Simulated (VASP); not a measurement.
# SiC (F-43m) in VASP: G0W0 quasiparticle levels with PBE

Aim: the G0W0 quasiparticle levels of SiC with PBE.

Everything below comes from runs of VASP 6.6.1. Logs are shortened: lines on timing, memory, paths and dates and some standing lists are left out, and cuts for length are marked.

## Step 1: The cell of the first run

The structure is cubic, space group F-43m (No. 216). Conventional cell: a = 4.356 Å, b = 4.356 Å, c = 4.356 Å, α = 90.00°, β = 90.00°, γ = 90.00°. Within 2.5 Å of Si (site symmetry -43m) lie 4 C at 1.89 Å. Within 2.5 Å of C (site symmetry -43m) lie 4 Si at 1.89 Å.

## Step 2: G0W0 quasiparticle levels, PBE

Contents of POSCAR:

```
SiC
1.0
    0.0000000000      2.1780523454      2.1780523454
    2.1780523454      0.0000000000      2.1780523454
    2.1780523454      2.1780523454      0.0000000000
Si C
1 1
Direct
    0.0000000000      0.0000000000      0.0000000000
    0.2500000000      0.2500000000      0.2500000000
```

Contents of INCAR.step1:

```
PREC = Accurate
ENCUT = 500
EDIFF = 1E-8
ISMEAR = 0
SIGMA = 0.01
LREAL = False
LASPH = True
NELM = 80
ALGO = Normal
LWAVE = True
LCHARG = False
GGA = PE
```

Contents of INCAR.step2:

```
PREC = Accurate
ENCUT = 500
EDIFF = 1E-8
ISMEAR = 0
SIGMA = 0.01
LREAL = False
LASPH = True
NELM = 1
ALGO = Exact
LWAVE = True
LCHARG = False
GGA = PE
NBANDS = 81
LOPTICS = True
ISTART = 1
```

Contents of INCAR.step3:

```
PREC = Accurate
ENCUT = 500
EDIFF = 1E-8
ISMEAR = 0
SIGMA = 0.01
LREAL = False
LASPH = True
ALGO = EVGW0
LWAVE = False
LCHARG = False
GGA = PE
NELMGW = 1
NBANDS = 81
ENCUTGW = 140.0
NOMEGA = 96
PRECFOCK = Fast
ISTART = 1
NBANDSGW = 12
OMEGAMAX = 20
```

Contents of KPOINTS:

```
regular mesh
0
Gamma
  6 6 6
```

Potentials or basis: VASP PAW PBE potentials, release 64 (Si_GW, C_GW).

Started as:

```
$ cat potpaw_PBE.64/Si_GW/POTCAR potpaw_PBE.64/C_GW/POTCAR > POTCAR
$ cp INCAR.step1 INCAR
$ mpirun -np 1 vasp_std > vasp.out
$ cp INCAR.step2 INCAR
$ mpirun -np 1 vasp_std > vasp.out
$ cp INCAR.step3 INCAR
$ mpirun -np 1 vasp_std > vasp.out
```

OUTCAR:

```text
PREC = Accurate
   ENCUT = 500
   EDIFF = 1E-8
   ISMEAR = 0
   LREAL = False
   LASPH = True
   GGA = PE
   NELMGW = 1
   ENCUTGW = 140.0
   PRECFOCK = Fast
   ISTART = 1

 ion  position               nearest neighbor table
   1  0.000  0.000  0.000-   2 1.89   2 1.89   2 1.89   2 1.89
   2  0.250  0.250  0.250-   1 1.89   1 1.89   1 1.89   1 1.89

  LATTYP: Found a face centered cubic cell.
 ALAT       =     4.3561046908

  Lattice vectors:

 A1 = (   0.0000000000,   2.1780523454,   2.1780523454)
 A2 = (   2.1780523454,   0.0000000000,   2.1780523454)
 A3 = (   2.1780523454,   2.1780523454,   0.0000000000)

Analysis of symmetry for initial positions (statically):
=====================================================================
 Subroutine PRICEL returns:
 Original cell was already a primitive cell.

 Routine SETGRP: Setting up the symmetry group for a
 face centered cubic supercell.

 Subroutine GETGRP returns: Found 24 space group operations
 (whereof 24 operations were pure point group operations)
 out of a pool of 48 trial point group operations.

The static configuration has the point symmetry T_d .

Analysis of symmetry for dynamics (positions and initial velocities):
=====================================================================
 Subroutine PRICEL returns:
 Original cell was already a primitive cell.

 Routine SETGRP: Setting up the symmetry group for a
 face centered cubic supercell.

 Subroutine GETGRP returns: Found 24 space group operations
 (whereof 24 operations were pure point group operations)
 out of a pool of 48 trial point group operations.

The dynamic configuration has the point symmetry T_d .

 Subroutine INISYM returns: Found 24 space group operations
 (whereof 24 operations are pure point group operations),
 and found     1 'primitive' translations

----------------------------------------------------------------------------------------

                                     Primitive cell

  volume of cell :      20.6650

[... 78 lines left out ...]
   NELM   =     60;   NELMIN=  2; NELMDL=  0     # of ELM steps
   EDIFF  = 0.1E-07   stopping-criterion for ELM
   LREAL  =      F    real-space projection
   EDIFFG = 0.1E-06   stopping-criterion for IOM
   NSW    =      0    number of steps for IOM
   IBRION =     -1    ionic relax: 0-MD 1-quasi-New 2-CG
   NFREE  =      0    steps in history (QN), initial steepest desc. (CG)
   ISIF   =      0    stress and relaxation
   ISYM   =      3    0-nonsym 1-usesym 2-fastsym
   POTIM  = 0.5000    time-step for ionic-motion
   TEBEG  =    0.0;   TEEND  =   0.0 temperature during run
   PSTRESS=    0.0 pullay stress
   NELECT =       8.0000    total number of electrons
   NUPDOWN=      -1.0000    fix difference up-down
   EMIN   =  10.00;   EMAX   =-10.00  energy-range for DOS
   EFERMI =   0.00;   METHOD = LEGACY
   ISMEAR =     0;   SIGMA  =   0.01  broadening in eV -4-tet -1-fermi 0-gaus
   EFERMI_NEDOS =   21; number of points for ismear=-14 and -15
   IALGO  =     38    algorithm
   IMIX   =      4    mixing-type and parameters
     AMIX     =   0.40;   BMIX     =  1.00
     AMIX_MAG =   1.60;   BMIX_MAG =  1.00
  volume/ion in A,a.u.               =      10.33        69.73
  Fermi-wavevector in a.u.,A,eV,Ry     =   1.193145  2.254717 19.369182  1.423595
  Thomas-Fermi vector in A             =   2.329166
   LORBIT       =      0    0 simple, 1 ext, 2 COOP (PROOUT), +10 PAW based schemes
   GGA     = PE    functional components
   LHFCALC =     T    Hartree Fock is set to
   PRECFOCK=fast      Normal, Fast or Accurate (Low or Medium for compatibility)
   ENCUT4O =  -1.0   cutoff for four orbital integrals eV
   NKREDX  =     1    reduce k-point grid by
   NKREDY  =     1    reduce k-point grid by
   NKREDZ  =     1    reduce k-point grid by
   AEXX    =    1.0000 exact exchange contribution
   HFSCREEN=    0.0000 screening length (either q_TF or 0.3 A-1)
   HFSCREENC=   0.0000 screening length for correlation (either q_TF or 0.3 A-1)
   ENCUTFOCK=  -1.0 apply spherical cutoff to Coloumb kernel
   IVDW    =     0    specifies the selected vdW correction
   LEPSILON=     F    determine dielectric tensor
   LRPA    =     F    only Hartree local field effects (RPA)
   LRPAFORCE           =     F    calculate RPA forces
   ENCUTGW             = 140.0    cutoff for response function in eV
   ENCUTGWSOFT         = 112.0    soft cutoff for Coulomb kernel in GW response function in eV
   ENCUTLF             =  -1.0    cutoff for local field effects
   NELMGW              =     1    number of iterations in solving QP/BSE equation
   NELMHF              =     1    number of iterations in the inner HF iteration
   NKREDLFX            =     1    NKREDLFY  =   1   NKREDLFZ  =   1
 non-spin polarized calculation
 Gauss-broadening in eV      SIGMA  =   0.01
  energy-cutoff  :      500.00
  volume of cell :       20.66
 maximum number of plane-waves:       544
 NGX is ok and might be reduce to    24
  NGX = 14; NGY = 14; NGZ = 14
   NGX = 11   NGY = 11   NGZ = 11
 maximum number of plane-waves:        82
 NGX is ok and might be reduce to    14

 QP shifts <psi_nk| G(iteration)W_0 |psi_nk>: iteration 1
 for sc-GW calculations column KS-energies equals QP-energies in previous step
 and V_xc(KS)=  KS-energies - (<T + V_ion + V_H > + <T+V_H+V_ion>^1  + <V_x>^1)

 k-point   1 :       0.0000    0.0000    0.0000
  band No.  KS-energies  QP-energies   sigma(KS)   V_xc(KS)     V^pw_x(r,r')   Z            occupation Imag(sigma)

      1      -7.6307      -8.6270     -14.1254     -12.7407     -21.7000       0.7196       2.0000       1.3089
      2       7.7898       7.2429     -15.5017     -14.8088     -17.4320       0.7892       2.0000       0.0297
      3       7.7898       7.2429     -15.5017     -14.8088     -17.4320       0.7892       2.0000       0.0297
      4       7.7898       7.2429     -15.5017     -14.8088     -17.4320       0.7892       2.0000       0.0297
      5      14.0326      14.5812     -12.4779     -13.1810      -7.3902       0.7802       0.0000      -0.0699
      6      15.0962      15.6778     -10.8153     -11.5486      -5.7592       0.7932       0.0000      -0.0674
      7      15.0962      15.6778     -10.8153     -11.5486      -5.7592       0.7932       0.0000      -0.0674
      8      15.0962      15.6778     -10.8153     -11.5486      -5.7592       0.7932       0.0000      -0.0674
      9      22.2861      22.9301     -10.6094     -11.4320      -4.5118       0.7828       0.0000      -0.2389
     10      22.2861      22.9301     -10.6094     -11.4320      -4.5118       0.7828       0.0000      -0.2389
     11      24.2677      24.5077      -9.4834      -9.7953      -2.9125       0.7695       0.0000      -0.3792
     12      25.0605      25.3110      -9.9455     -10.2735      -2.9612       0.7638       0.0000      -0.6739
[... 228 lines left out ...]
      1      -2.4366      -3.2737     -15.6105     -14.4548     -21.9219       0.7243       2.0000       0.5885
      2       0.4928      -0.3706     -13.8423     -12.6676     -18.0580       0.7350       2.0000       0.2207
      3       3.2745       2.4315     -13.9814     -12.8679     -17.0711       0.7571       2.0000       0.0750
      4       3.3983       2.5774     -13.5726     -12.4969     -16.3997       0.7631       2.0000       0.0665
      5      11.7801      12.1785     -11.2225     -11.7201      -6.9030       0.8008       0.0000      -0.0517
      6      14.8824      15.4471     -11.0008     -11.7075      -6.0836       0.7991       0.0000      -0.0639
      7      18.6234      19.2057     -11.2340     -11.9990      -4.9199       0.7612       0.0000      -0.1888
      8      20.0070      20.7532     -11.9840     -12.9622      -5.7183       0.7628       0.0000      -0.1947
      9      21.9715      22.6580     -11.9947     -12.9286      -4.6011       0.7352       0.0000      -0.3787
     10      25.4936      26.0403     -11.1129     -11.8337      -3.7852       0.7583       0.0000      -0.5718
     11      28.9384      29.8040     -12.0866     -13.2346      -4.4973       0.7540       0.0000      -0.7776
     12      31.8949      32.4576     -11.7957     -12.5343      -4.0113       0.7618       0.0000      -1.1552
```

OUTCAR.step1:

```text
PREC = Accurate
   ENCUT = 500
   EDIFF = 1E-8
   ISMEAR = 0
   LREAL = False
[... 387 lines left out ...]
      0.00000      0.00000      0.00000        -0.000000      0.000000      0.000000
      1.08903      1.08903      1.08903         0.000000     -0.000000     -0.000000
 -----------------------------------------------------------------------------------
    total drift:                                0.000000      0.000000      0.000000

  FREE ENERGIE OF THE ION-ELECTRON SYSTEM (eV)
  ---------------------------------------------------
  free  energy   TOTEN  =       -15.0440547355 eV

  energy  without entropy=      -15.0440547355  energy(sigma->0) =      -15.04405474
```

OUTCAR.step2:

```text
PREC = Accurate
   ENCUT = 500
   EDIFF = 1E-8
   ISMEAR = 0
   LREAL = False
[... 849 lines left out ...]
     0.00000     7.79200     7.79200     7.79200    -0.00000    -0.00000    -0.00000
     1.78729     8.28472     8.28472     8.28472    -0.00000    -0.00000    -0.00000
     3.57459    10.64503    10.64503    10.64503    -0.00000    -0.00000    -0.00000
     5.36188    19.66732    19.66732    19.66732    -0.00000    -0.00000    -0.00000
     7.14917    -4.38468    -4.38468    -4.38468     0.00000    -0.00000     0.00000
     8.93647    -3.42068    -3.42068    -3.42068     0.00000     0.00000     0.00000
[... 92 lines left out ...]
   175.15478     0.98203     0.98203     0.98203     0.00000     0.00000     0.00000
   176.94208     0.98241     0.98241     0.98241     0.00000     0.00000     0.00000
```

Run time: 93 s. Hardware: 1 thread of Intel Xeon 6975P-C (Granite Rapids), shared host; peak memory 0.36 GiB.

Results:

```
Quasiparticle gap                                   : 2.13 eV
Least direct quasiparticle gap                      : 5.57 eV
Band gap of the starting levels on the mesh         : 1.35 eV
Least direct gap of the starting levels on the mesh : 4.54 eV
```

Caveat: the k points lie up to 0.42 Å⁻¹ apart; bands, screening cutoff and mesh are small and nothing is extrapolated, so the quasiparticle values aren't converged.
